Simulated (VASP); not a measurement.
Write the native input for VASP 6.6.1 that does the following.

```yaml
Task: single point
Functional: LDA
Potentials_or_basis: VASP PAW LDA potentials, release 64 (Al, O)
Cutoff: 520 eV
k_mesh: 12 × 12 × 4
Occupations: gaussian, width 0.05 eV
Spin: no spin polarisation
Dipole_correction: no
Further_INCAR_settings: ALGO = Normal; EDIFF = 1e-06; NBANDS = 20
```

The structure of Al2O3 lies in POSCAR:

```
Al2O3
1.0
    2.9708546968      0.0000000000      0.0000000000
   -1.4854273484      2.5728356383      0.0000000000
    0.0000000000      0.0000000000      9.1967031431
Al O
2 3
Direct
    0.0000000000      0.0000000000      0.1499923300
    0.0000000000      0.0000000000      0.8500076700
    0.3333333333      0.6666666667      0.2223169200
    0.6666666667      0.3333333333      0.0000000000
    0.3333333333      0.6666666667      0.7776830800
```

This cell differs from its parent crystal: strain +0.030 along x and y, -0.015 along z.

The input as run:

INCAR

```
PREC     = Accurate       # precision mode
ENCUT    = 520            # plane-wave cutoff, eV
EDIFF    = 1E-6           # SCF threshold, eV
ISMEAR   = 0              # smearing method
SIGMA    = 0.05           # smearing width, eV
LREAL    = F              # projectors in reciprocal space
LASPH    = T              # aspherical terms in the spheres
NELM     = 60             # most SCF steps
ALGO     = Normal         # electronic algorithm
ISIF     = 2              # what is computed and relaxed
LWAVE    = F              # write WAVECAR
LCHARG   = T              # write CHGCAR
LELF     = T              # ELF
LVHAR    = T            
NBANDS   = 20             # bands
```

KPOINTS

```
Automatic mesh
0
Gamma
  12 12 4
```

Potentials or basis: VASP PAW LDA potentials, release 64 (Al, O).

The run is started by

```bash
$ cat potpaw_LDA.64/Al/POTCAR potpaw_LDA.64/O/POTCAR > POTCAR
$ mpirun -np 1 vasp_std > vasp.out
```

It gave:

```
Pressure               : -13.4 GPa
Largest force          : 0.858 eV/Å
Band gap on the k mesh : 3.96 eV, indirect (least direct gap 4.18 eV)
```

Caveat: the cell differs from its parent crystal (strain +0.030 along x and y, -0.015 along z).

Wall time 67 s on 1 thread of Intel(R) Xeon(R) 6975P-C (Granite Rapids), with other jobs on the host, peak memory 0.19 GiB.
